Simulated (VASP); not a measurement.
Write the native input for VASP 6.6.1 that does the following.

| Quantity | Value |
| --- | --- |
| Task | single point |
| Functional | r2SCAN |
| Potentials or basis | VASP PAW PBE potentials, release 64 (Ge_d) |
| Cutoff | 520 eV |
| k mesh | 5 × 5 × 3 |
| Occupations | methfessel-paxton, width 0.1 eV |
| Spin | no spin polarisation |
| Dipole correction | no |
| Further INCAR settings | ALGO = Normal; EDIFF = 1e-06; NBANDS = 21 |

The system is Ge.

```
CELL_PARAMETERS angstrom
1.48805 -2.59469 0.00000
1.48805 2.59469 0.00000
0.00000 0.00000 4.72760
ATOMIC_POSITIONS crystal
Ge 0.66655 0.33345 0.25000
Ge 0.33345 0.66655 0.75000
```

These files were run (other wordings do the same):

POSCAR

```
Ge
1.0
    1.4880500000     -2.5946900000      0.0000000000
    1.4880500000      2.5946900000      0.0000000000
    0.0000000000      0.0000000000      4.7276000000
Ge
2
Direct
    0.6665500000      0.3334500000      0.2500000000
    0.3334500000      0.6665500000      0.7500000000
```

INCAR.step1

```
ALGO     = Normal         # electronic algorithm
EDIFF    = 1E-4           # SCF threshold, eV
ENCUT    = 520            # plane-wave cutoff, eV
GGA      = PE             # functional
ISMEAR   = 1              # smearing method
LASPH    = True           # aspherical terms in the spheres
LCHARG   = False          # write CHGCAR
LREAL    = False          # projectors in reciprocal space
LWAVE    = True           # write WAVECAR
NBANDS   = 21             # bands
NELM     = 60             # most SCF steps
PREC     = Accurate       # precision mode
SIGMA    = 0.1            # smearing width, eV
```

INCAR.step2

```
ALGO     = Normal         # electronic algorithm
EDIFF    = 1E-6           # SCF threshold, eV
ENCUT    = 520            # plane-wave cutoff, eV
ISIF     = 2              # what is computed and relaxed
ISMEAR   = 1              # smearing method
ISTART   = 1            
LASPH    = True           # aspherical terms in the spheres
LCHARG   = False          # write CHGCAR
LMIXTAU  = True         
LREAL    = False          # projectors in reciprocal space
LWAVE    = False          # write WAVECAR
METAGGA  = R2SCAN         # meta-GGA
NBANDS   = 21             # bands
NELM     = 60             # most SCF steps
PREC     = Accurate       # precision mode
SIGMA    = 0.1            # smearing width, eV
```

KPOINTS

```
k-points
0
Gamma
  5 5 3
```

Potentials or basis: VASP PAW PBE potentials, release 64 (Ge_d).

The run is started by

```sh
$ cat potpaw_PBE.64/Ge_d/POTCAR > POTCAR
$ cp INCAR.step1 INCAR
$ mpirun -np 1 vasp_std > vasp.out
$ cp INCAR.step2 INCAR
$ mpirun -np 1 vasp_std > vasp.out
```

It gave:

The pressure is 2.3 GPa and the largest force is 0.016 eV/Å. The band gap on the k mesh is zero (band 14 reaches 13.91 eV, above the bottom of band 15 at 5.68 eV).

Caveat: the k points lie up to 0.49 Å⁻¹ apart; the PAW data sets were made with another functional, which shifts forces and pressure a little.

It took 41 s on 1 thread of Intel Xeon 6975P-C, with other jobs on the host, peak memory 0.16 GiB.
